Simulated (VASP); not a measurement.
A run of VASP 6.6.1 is set up as follows.

File INCAR:

```
SYSTEM = Ge3Pd
  PREC = Accurate
  ENCUT = 520
  EDIFF = 1E-6
  ISMEAR = -1
  SIGMA = 0.05
  LREAL = .False.
  LASPH = .True.
  NELM = 60
  ALGO = Normal
  ISIF = 2
  LWAVE = .False.
  LCHARG = .True.
  GGA = PE
  LELF = .True.
  LVHAR = .True.
  NBANDS = 34
```

The input KPOINTS:

```
regular mesh
0
Gamma
  7 7 7
  0 0 0
```

Contents of POSCAR:

```
Ge3Pd
1.0
    4.1420230000      0.0000000000      0.0000000000
    0.0000000000      4.1420230000      0.0000000000
    0.0000000000      0.0000000000      4.1420230000
Pd Ge
1 3
Direct
    0.0000000000      0.0000000000      0.0000000000
    0.5000000000      0.5000000000      0.0000000000
    0.5000000000      0.0000000000      0.5000000000
    0.0000000000      0.5000000000      0.5000000000
```

Potentials or basis: VASP PAW PBE potentials, release 64 (Pd, Ge_d).

Launch:

```sh
$ cat potpaw_PBE.64/Pd/POTCAR potpaw_PBE.64/Ge_d/POTCAR > POTCAR
$ mpirun -np 1 vasp_std > vasp.out
```

Question: Predict the pressure.

Answer: -0.1 GPa.

Question: Predict the band gap on the k mesh.

Answer: Zero (band 26 reaches 7.67 eV, above the bottom of band 27 at 6.13 eV).
